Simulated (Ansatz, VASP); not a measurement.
One calculation of La2O3, two programs

```xyz
5
Lattice="6.2668 0.0000 0.0000 -3.1334 5.4272 0.0000 0.0000 0.0000 3.2998" Properties=species:S:1:pos:R:3 pbc="T T T"
La    0.0000    3.6181    1.6499
La    3.1334    1.8091    1.6499
O     1.5416    2.6701    0.0500
O    -1.5918    2.7571    0.0000
O     3.1836    0.0000    0.0000
```

Alike in both runs: task single point; functional r2SCAN; k mesh 6 × 6 × 6; no spin polarisation.

|  | VASP | Ansatz |
| --- | --- | --- |
| version | VASP 6.6.1 | Ansatz 0.2.0 |
| potentials or method | VASP PAW PBE potentials, release 64 (La, O) | plane waves, PAW |
| plane-wave cutoff (eV) | 520 | 500 |
| occupations | gaussian, width 0.01 eV | fixed |
| valence electrons in the cell | 40 | 40 |

```csv
,VASP,Ansatz,Ansatz less VASP
rms of the force components (eV/Å),0.050,0.050,+0.0004
```

VASP's potentials were made for PBE, not for r2SCAN. Atom by atom the forces differ by 0.001 eV/Å (rms over components).

Spin-orbit coupling is off throughout.
